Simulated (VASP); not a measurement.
Here is a VASP 6.6.1 calculation.

The input INCAR:

```
  PREC = Accurate
  ENCUT = 520
  EDIFF = 1E-7
  ISMEAR = -1
  SIGMA = 0.05
  LREAL = False
  LASPH = True
  NELM = 100
  ALGO = Normal
  ISIF = 2
  LWAVE = False
  LCHARG = False
  GGA = PE
  NBANDS = 26
```

File KPOINTS:

```
regular mesh
0
Gamma
  9 9 5
```

The input POSCAR:

```
CdS
1.0
    4.1688380995      0.0000000000      0.0000000000
   -2.0844190498      3.6103196984      0.0000000000
    0.0000000000      0.0000000000      6.7796174100
Cd S
2 2
Direct
    0.6666666700      0.3333333300      0.4987493605
    0.3333333300      0.6666666700      0.0002243700
    0.6666666700      0.3333333300      0.8767756300
    0.3333333300      0.6666666700      0.3767756300
```

Potentials or basis: VASP PAW PBE potentials, release 64 (Cd, S).

Launch:

```bash
$ cat potpaw_PBE.64/Cd/POTCAR potpaw_PBE.64/S/POTCAR > POTCAR
$ mpirun -np 1 vasp_std > vasp.out
```

Q: Estimate the pressure.

A: 1.5 GPa.

Q: What does it give for the band gap on the k mesh?

A: 1.16 eV, direct.

Q: Estimate the largest force.

A: 0.058 eV/Å.

Forces on the atoms (eV/Å):
```
Cd   0.000  0.000  0.058
Cd   0.000  0.000 -0.020
S    0.000  0.000 -0.031
S    0.000  0.000 -0.007
```

Expect the measured gap to be larger: semilocal functionals such as PBE lack the derivative discontinuity.
